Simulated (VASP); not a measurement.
# Sr (P6_3/mmc) in VASP: notebook

Runs on Sr. Level: RPBE. Tasks: single point.

All numbers are computed with VASP 6.6.1; they aren't measurements. Logs are shortened: lines on timing, memory, paths and dates and some standing lists are left out, and cuts for length are marked.

**1. The cell of the first run**

It takes space group P6_3/mmc (No. 194, hexagonal). The conventional cell has a = 4.174 Å, b = 4.174 Å, c = 13.663 Å, α = 90.00°, β = 90.00°, γ = 120.00°. Sr (site symmetry -3m) has 12 Sr at 4.17 to 4.18 Å within 5.5 Å. Within 5.5 Å of Sr (site symmetry -6m2) lie 12 Sr at 4.17 to 4.18 Å.

This isn't the form of Sr at room conditions, which is fcc.

**2. Single point, RPBE (51.53 Å³/atom)**

INCAR reads:

```
SYSTEM = Sr
  PREC = Accurate
  ENCUT = 520
  EDIFF = 1E-7
  ISMEAR = -1
  SIGMA = 0.1
  LREAL = .False.
  LASPH = .True.
  NELM = 80
  ALGO = Normal
  ISIF = 2
  LWAVE = .False.
  LCHARG = .False.
  GGA = RP
  NBANDS = 28
```

KPOINTS reads:

```
regular mesh
0
Gamma
  10 10 3
  0 0 0
```

POSCAR reads:

```
Sr
1.0
    4.1735764183      0.0000000000      0.0000000000
   -2.0867882091      3.6144232029      0.0000000000
    0.0000000000      0.0000000000     13.6628330458
Sr
4
Direct
    1.0000000000      1.0000000000      0.0000000000
    1.0000000000      1.0000000000      0.5000000000
    0.3333333333      0.6666666667      0.2500000000
    0.6666666667      0.3333333333      0.7500000000
```

Potentials or basis: VASP PAW PBE potentials, release 64 (Sr_sv).

Launch:

```bash
cat potpaw_PBE.64/Sr_sv/POTCAR > POTCAR
mpirun -np 1 vasp_std > vasp.out
```

OUTCAR:

```text
SYSTEM = Sr
   PREC = Accurate
   ENCUT = 520
   EDIFF = 1E-7
   ISMEAR = -1
   LREAL = .False.
   LASPH = .True.
   NELM = 80
   ISIF = 2
   GGA = RP

 ion  position               nearest neighbor table
   1  0.000  0.000  0.000-   3 4.18   4 4.18   3 4.18   4 4.18   4 4.18   3 4.18
   2  0.000  0.000  0.500-   3 4.18   4 4.18   3 4.18   4 4.18   4 4.18   3 4.18
   3  0.333  0.667  0.250-   1 4.18   2 4.18   1 4.18   2 4.18   1 4.18   2 4.18
   4  0.667  0.333  0.750-   1 4.18   2 4.18   1 4.18   2 4.18   1 4.18   2 4.18

  LATTYP: Found a hexagonal cell.
 ALAT       =     4.1735764183
 C/A-ratio  =     3.2736511031

  Lattice vectors:

 A1 = (   4.1735764183,   0.0000000000,   0.0000000000)
 A2 = (  -2.0867882091,   3.6144232029,   0.0000000000)
 A3 = (   0.0000000000,   0.0000000000,  13.6628330458)

Analysis of symmetry for initial positions (statically):
=====================================================================
 Subroutine PRICEL returns:
 Original cell was already a primitive cell.

 Routine SETGRP: Setting up the symmetry group for a
 hexagonal supercell.

 Subroutine GETGRP returns: Found 24 space group operations
 (whereof 12 operations were pure point group operations)
 out of a pool of 24 trial point group operations.

The static configuration has the point symmetry D_3d.
 The point group associated with its full space group is D_6h.

Analysis of symmetry for dynamics (positions and initial velocities):
=====================================================================
 Subroutine PRICEL returns:
 Original cell was already a primitive cell.

 Routine SETGRP: Setting up the symmetry group for a
 hexagonal supercell.

 Subroutine GETGRP returns: Found 24 space group operations
 (whereof 12 operations were pure point group operations)
 out of a pool of 24 trial point group operations.

The dynamic configuration has the point symmetry D_3d.
 The point group associated with its full space group is D_6h.

 Subroutine INISYM returns: Found 24 space group operations
 (whereof 12 operations are pure point group operations),
 and found     1 'primitive' translations

----------------------------------------------------------------------------------------

                                     Primitive cell

  volume of cell :     206.1048

  direct lattice vectors                    reciprocal lattice vectors
     4.173576418  0.000000000  0.000000000     0.239602657  0.138334659  0.000000000
    -2.086788209  3.614423203  0.000000000     0.000000000  0.276669317  0.000000000
     0.000000000  0.000000000 13.662833046     0.000000000  0.000000000  0.073191263

  length of vectors
     4.173576418  4.173576418 13.662833046     0.276669317  0.276669317  0.073191263

  position of ions in fractional coordinates (direct lattice)
     0.000000000  0.000000000  0.000000000
     0.000000000  0.000000000  0.500000000
     0.333333333  0.666666667  0.250000000
     0.666666667  0.333333333  0.750000000

  ion indices of the primitive-cell ions
   primitive index   ion index
                 1           1
                 2           2
                 3           3
                 4           4

----------------------------------------------------------------------------------------

 KPOINTS: regular mesh

Automatic generation of k-mesh.
 Grid dimensions read from file:
 generate k-points for:   10   10    3

 Generating k-lattice:

  Cartesian coordinates                     Fractional coordinates (reciprocal lattice)
     0.023960266  0.013833466  0.000000000     0.100000000  0.000000000  0.000000000
     0.000000000  0.027666932  0.000000000     0.000000000  0.100000000  0.000000000
     0.000000000  0.000000000  0.024397088     0.000000000  0.000000000  0.333333333

  Length of vectors
     0.027666932  0.027666932  0.024397088

  Shift w.r.t. Gamma in fractional coordinates (k-lattice)
     0.000000000  0.000000000  0.000000000

 Subroutine IBZKPT returns following result:
 ===========================================

 Found     28 irreducible k-points:

 Following reciprocal coordinates:
            Coordinates               Weight
  0.000000  0.000000  0.000000      1.000000
  0.100000  0.000000  0.000000      6.000000
  0.200000  0.000000  0.000000      6.000000
  0.300000  0.000000  0.000000      6.000000
  0.400000 -0.000000  0.000000      6.000000
  0.500000  0.000000  0.000000      3.000000
[... 16 lines left out ...]
  0.300000  0.100000  0.333333     24.000000
  0.400000  0.100000  0.333333     24.000000
 [... further k-points ...]
   k-points           NKPTS =     28   k-points in BZ     NKDIM =     28   number of bands    NBANDS=     28
   number of dos      NEDOS =    301   number of ions     NIONS =      4
   total plane-waves  NPLWV = 110592
   dimension x,y,z NGX =    32 NGY =   32 NGZ =  108
   dimension x,y,z NGXF=    64 NGYF=   64 NGZF=  216
   ions per type =               4
   NGX,Y,Z   is equivalent  to a cutoff of  12.75, 12.75, 13.14 a.u.
   NGXF,Y,Z  is equivalent  to a cutoff of  25.49, 25.49, 26.28 a.u.
 SYSTEM =  Sr
   PREC   = accura    normal or accurate (medium, high low for compatibility)
   ISTART =      0    job   : 0-new  1-cont  2-samecut
   ICHARG =      2    charge: 1-file 2-atom 10-const
   ISPIN  =      1    spin polarized calculation?
   LNONCOLLINEAR =      F non collinear calculations
   LSORBIT =      F    spin-orbit coupling
   LASPH  =      T    aspherical Exc in radial PAW
   ENCUT  =  520.0 eV  38.22 Ry    6.18 a.u.   7.76  7.76 25.40*2*pi/ulx,y,z
   NELM   =     80;   NELMIN=  2; NELMDL= -5     # of ELM steps
   EDIFF  = 0.1E-06   stopping-criterion for ELM
   LREAL  =      F    real-space projection
   EDIFFG = 0.1E-05   stopping-criterion for IOM
   NSW    =      0    number of steps for IOM
   IBRION =     -1    ionic relax: 0-MD 1-quasi-New 2-CG
   NFREE  =      0    steps in history (QN), initial steepest desc. (CG)
   ISIF   =      2    stress and relaxation
   ISYM   =      2    0-nonsym 1-usesym 2-fastsym
   POTIM  = 0.5000    time-step for ionic-motion
   TEBEG  =    0.0;   TEEND  =   0.0 temperature during run
   PSTRESS=    0.0 pullay stress
   NELECT =      40.0000    total number of electrons
   NUPDOWN=      -1.0000    fix difference up-down
   EMIN   =  10.00;   EMAX   =-10.00  energy-range for DOS
   EFERMI =   0.00;   METHOD = LEGACY
   ISMEAR =    -1;   SIGMA  =   0.10  broadening in eV -4-tet -1-fermi 0-gaus
   EFERMI_NEDOS =   21; number of points for ismear=-14 and -15
   IALGO  =     38    algorithm
   IMIX   =      4    mixing-type and parameters
     AMIX     =   0.40;   BMIX     =  1.00
     AMIX_MAG =   1.60;   BMIX_MAG =  1.00
  volume/ion in A,a.u.               =      51.53       347.72
  Fermi-wavevector in a.u.,A,eV,Ry     =   0.947834  1.791146 12.223319  0.898389
  Thomas-Fermi vector in A             =   2.075965
   LORBIT       =      0    0 simple, 1 ext, 2 COOP (PROOUT), +10 PAW based schemes
   GGA     = RP    functional components
   LHFCALC =     F    Hartree Fock is set to
   AEXX    =    0.0000 exact exchange contribution
   IVDW    =     0    specifies the selected vdW correction
   LEPSILON=     F    determine dielectric tensor
   LRPA    =     F    only Hartree local field effects (RPA)
 non-spin polarized calculation
  energy-cutoff  :      520.00
  volume of cell :      206.10
 maximum number of plane-waves:      5587
 NGX is ok and might be reduce to    32
   NGX = 15   NGY = 15   NGZ = 51

 number of electron      40.0000000 magnetization

 Free energy of the ion-electron system (eV)
  ---------------------------------------------------
  ext. energy  EPLUGINS =         0.00000000
  ---------------------------------------------------
  free energy    TOTEN  =        -5.79773344 eV

  energy without entropy =       -5.62283418  energy(sigma->0) =       -5.71028381

 E-fermi :   1.9067     XC(G=0):  -7.4359

 val. band max:        1.9045983834   @ k =   0.3000   0.3000   0.3333
 cond. band min:       1.9149351164   @ k =   0.3000   0.0000   0.0000
 fundamental gap:      0.0103367330
 Fermi energy:         1.9066772576

 k-point     1 :       0.0000    0.0000    0.0000
  band No.  band energies     occupation
      1     -34.6125      2.00000
      2     -34.6033      2.00000
      3     -34.6032      2.00000
      4     -34.5940      2.00000
      5     -16.7318      2.00000
      6     -16.6148      2.00000
[... 20 lines left out ...]
     27       4.3037      0.00000
     28       4.3511      0.00000

 k-point     2 :       0.1000    0.0000    0.0000
  band No.  band energies     occupation
      1     -34.6109      2.00000
      2     -34.6021      2.00000
      3     -34.6020      2.00000
      4     -34.5932      2.00000
      5     -16.7241      2.00000
      6     -16.6172      2.00000
[... 20 lines left out ...]
     27       4.3526      0.00000
     28       4.4048      0.00000

 k-point     3 :       0.2000    0.0000    0.0000
  band No.  band energies     occupation
      1     -34.6066      2.00000
      2     -34.5990      2.00000
      3     -34.5989      2.00000
      4     -34.5912      2.00000
      5     -16.7029      2.00000
      6     -16.6321      2.00000
[... 20 lines left out ...]
     27       4.2985      0.00000
     28       4.6023      0.00000

 k-point     4 :       0.3000    0.0000    0.0000
  band No.  band energies     occupation
      1     -34.6010      2.00000
      2     -34.5951      2.00000
      3     -34.5950      2.00000
      4     -34.5891      2.00000
      5     -16.6832      2.00000
      6     -16.6736      2.00000
[... 578 lines left out ...]
     27       4.0358      0.00000
     28       4.1413      0.00000

 k-point    23 :       0.3000    0.1000    0.3333
  band No.  band energies     occupation
      1     -34.5970      2.00000
      2     -34.5952      2.00000
      3     -34.5905      2.00000
      4     -34.5888      2.00000
      5     -16.6951      2.00000
      6     -16.6834      2.00000
[... 20 lines left out ...]
     27       3.6780      0.00000
     28       3.9147      0.00000

 k-point    24 :       0.4000    0.1000    0.3333
  band No.  band energies     occupation
      1     -34.5933      2.00000
      2     -34.5922      2.00000
      3     -34.5892      2.00000
      4     -34.5880      2.00000
      5     -16.7175      2.00000
      6     -16.7131      2.00000
[... 20 lines left out ...]
     27       3.5118      0.00000
     28       3.8413      0.00000

 [... further k-points ...]

------------------------ aborting loop because EDIFF is reached ----------------------------------------

  FORCE on cell =-STRESS in cart. coord.  units (eV):
  Direction    XX          YY          ZZ          XY          YZ          ZX
  --------------------------------------------------------------------------------------
  -------------------------------------------------------------------------------------
  Total        2.1862906      2.1862906      2.2685612      0.0000000     -0.0000000      0.0000000
  in kB       16.9953586     16.9953586     17.6348979      0.0000000     -0.0000000      0.0000000
  external PRESSURE =      17.2085384 kB  Pullay stress =       0.0000000 kB

 VOLUME and BASIS-vectors are now :
 -----------------------------------------------------------------------------
  energy-cutoff  :      520.00
  volume of cell :      206.10
      direct lattice vectors                 reciprocal lattice vectors
     4.173576418  0.000000000  0.000000000     0.239602657  0.138334659  0.000000000
    -2.086788209  3.614423203  0.000000000     0.000000000  0.276669317  0.000000000
     0.000000000  0.000000000 13.662833046     0.000000000  0.000000000  0.073191263

 POSITION                                       TOTAL-FORCE (eV/Angst)
 -----------------------------------------------------------------------------------
      0.00000      0.00000      0.00000         0.000000      0.000000      0.000000
      0.00000      0.00000      6.83142         0.000000      0.000000      0.000000
     -0.00000      2.40962      3.41571        -0.000000     -0.000000     -0.000000
      2.08679      1.20481     10.24712         0.000000      0.000000     -0.000000
 -----------------------------------------------------------------------------------
    total drift:                               -0.000000      0.000000      0.000000

  FREE ENERGIE OF THE ION-ELECTRON SYSTEM (eV)
  ---------------------------------------------------
  free  energy   TOTEN  =        -5.7977334375 eV

  energy  without entropy=       -5.6228341834  energy(sigma->0) =       -5.71028381
```

It took 3 min on 1 thread of Oxide Virtual Turin-like, shared host; peak memory 0.34 GiB.

What came out:

```
Free energy            : -5.7977 eV
Pressure               : 1.7 GPa
Band gap on the k mesh : zero (bands 20 and 21 overlap by 0.09 eV)
```

Caveat: the PAW data sets were made with another functional, which shifts forces and pressure a little.

**3. Single point, RPBE (53.87 Å³/atom)**

This run uses another cell than the first one, of 53.87 Å³/atom.

INCAR reads:

```
SYSTEM = Sr
ALGO     = Normal         ! electronic algorithm
EDIFF    = 1E-6           ! SCF threshold, eV
ENCUT    = 520            ! plane-wave cutoff, eV
GGA      = RP             ! functional
ISIF     = 2              ! what is computed and relaxed
ISMEAR   = -1             ! smearing method
LASPH    = .True.         ! aspherical terms in the spheres
LCHARG   = .False.        ! write CHGCAR
LREAL    = .False.        ! projectors in reciprocal space
LWAVE    = .False.        ! write WAVECAR
NBANDS   = 28             ! bands
NELM     = 60             ! most SCF steps
PREC     = Accurate       ! precision mode
SIGMA    = 0.1            ! smearing width, eV
```

KPOINTS reads:

```
k-points
0
Gamma
  10 10 3
  0 0 0
```

POSCAR reads:

```
Sr
1.0
    4.2358777887      0.0000000000      0.0000000000
   -2.1179388943      3.6683777724      0.0000000000
    0.0000000000      0.0000000000     13.8667859959
Sr
4
Direct
    1.0000000000      1.0000000000      0.0000000000
    1.0000000000      1.0000000000      0.5000000000
    0.3333333333      0.6666666667      0.2500000000
    0.6666666667      0.3333333333      0.7500000000
```

Potentials or basis: VASP PAW PBE potentials, release 64 (Sr_sv).

Launch:

```bash
cat potpaw_PBE.64/Sr_sv/POTCAR > POTCAR
mpirun -np 1 vasp_std > vasp.out
```

It took 2.8 min on 1 thread of Oxide Virtual Turin-like, shared host; peak memory 0.35 GiB.

The run converged. Its results:

```
Free energy            : -5.8789 eV
Pressure               : 1.1 GPa
Band gap on the k mesh : zero (bands 20 and 21 overlap by 0.11 eV)
```

Levels at points of the mesh, in eV from the Fermi level:
| k point | band 17 | band 18 | band 19 | band 20 | band 21 | band 22 | band 23 | band 24 |
| --- | --- | --- | --- | --- | --- | --- | --- | --- |
| (0.00, 0.00, 0.00) | -3.64 | -2.69 | -2.69 | -1.09 | 0.07 | 1.30 | 1.32 | 2.29 |
| (0.50, 0.00, 0.00) | -1.08 | -0.79 | -0.73 | -0.57 | 0.08 | 0.26 | 0.32 | 0.34 |

Caveat: the PAW data sets were made with another functional, which shifts forces and pressure a little.

(Part 1 of 2 ends here.)
